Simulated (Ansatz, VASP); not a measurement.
**Two plane-wave programs on LaNb4O**

```xyz
6
Lattice="4.9561 0.0000 0.0000 0.0000 4.9561 0.0000 0.0000 0.0000 4.7473" Properties=species:S:1:pos:R:3 pbc="T T T"
La    2.4780    2.4780    0.0000
Nb    0.0000    2.4780    3.6195
Nb    2.4780    0.0000    3.6195
Nb    0.0000    2.4780    1.1278
Nb    2.4780    0.0000    1.1278
O     0.0000    0.0000    0.0000
```

Alike in both runs: task single point; functional PBE; k mesh 4 × 4 × 4; occupations gaussian, width 0.1 eV; no spin polarisation.

|  | VASP | Ansatz |
| --- | --- | --- |
| version | VASP 6.6.1 | Ansatz 0.2.0 |
| potentials or method | VASP PAW PBE potentials, release 64 (La, Nb_sv, O), cutoff 520 eV | scalar-relativistic, plane waves, PAW |
| valence electrons in the cell | 69 | 69 |

VASP gave:

* gap on the k mesh at the Fermi level (eV): none
* pressure (GPa): 11.7
* traceless stress, the component that is largest in VASP (GPa): 14.07
* rms of the force components (eV/Å): 0.950

Question: Which values does Ansatz return?

Answer: gap on the k mesh at the Fermi level (eV): none; pressure (GPa): 11.8; traceless stress, the component that is largest in VASP (GPa): 14.09; rms of the force components (eV/Å): 0.939.

Atom by atom the forces differ by 0.011 eV/Å (rms over components). A gap of «none» marks a metal or a gap that the smearing closes.

Spin-orbit coupling is off throughout.
